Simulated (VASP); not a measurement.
Write the native input for VASP 6.6.1 that does the following.

```
Task                   : single point
Functional             : LDA
Potentials or basis    : VASP PAW LDA potentials, release 64 (Ba_sv, Zr_sv, O)
Cutoff                 : 600 eV
k mesh                 : 6 × 6 × 6
Occupations            : gaussian, width 0.02 eV
Spin                   : no spin polarisation
Dipole correction      : no
Further INCAR settings : ALGO = Normal; EDIFF = 1e-06; NBANDS = 51
```

The structure of BaZrO3 lies in POSCAR:

```
BaZrO3
1.0
   -2.9231052595      2.9231052595      4.1599544646
    2.9231052595     -2.9231052595      4.1599544646
    2.9231052595      2.9231052595     -4.1599544646
Ba Zr O
2 2 6
Direct
    0.7500000000      0.2500000000      0.5000000000
    0.2500000000      0.7500000000      0.5000000000
    0.0000000000      0.0000000000      0.0000000000
    0.5000000000      0.5000000000      0.0000000000
    0.7500000000      0.7500000000      0.0000000000
    0.2500000000      0.2500000000      0.0000000000
    0.2230701230      0.7230701230      0.9461402459
    0.7769298770      0.2769298770      0.0538597541
    0.7230701230      0.7769298770      0.5000000000
    0.2769298770      0.2230701230      0.5000000000
```

One way to write it, as run:

INCAR

```
SYSTEM = BaZrO3
PREC = Accurate
ENCUT = 600
EDIFF = 1E-6
ISMEAR = 0
SIGMA = 0.02
LREAL = .False.
LASPH = .True.
NELM = 120
ALGO = Normal
ISIF = 2
LWAVE = .False.
LCHARG = .False.
GGA = CA
NBANDS = 51
GGA_COMPAT = .False.
```

KPOINTS

```
Automatic mesh
0
Gamma
  6 6 6
  0 0 0
```

Potentials or basis: VASP PAW LDA potentials, release 64 (Ba_sv, Zr_sv, O).

Run with:

```bash
$ cat potpaw_LDA.64/Ba_sv/POTCAR potpaw_LDA.64/Zr_sv/POTCAR potpaw_LDA.64/O/POTCAR > POTCAR
$ mpirun -np 1 vasp_std > vasp.out
```

Results of the run:

```json
{
  "Pressure": "1.4 GPa",
  "Largest force": "0.039 eV/Å",
  "Band gap on the k mesh": "3.26 eV (least direct gap 3.27 eV)"
}
```

Caveat: spin-orbit coupling is left out, which moves the levels of the heavy elements.

Run time: 9.4 min on 1 thread of Oxide Virtual Turin-like Processor, with other jobs on the host, peak memory 0.37 GiB.
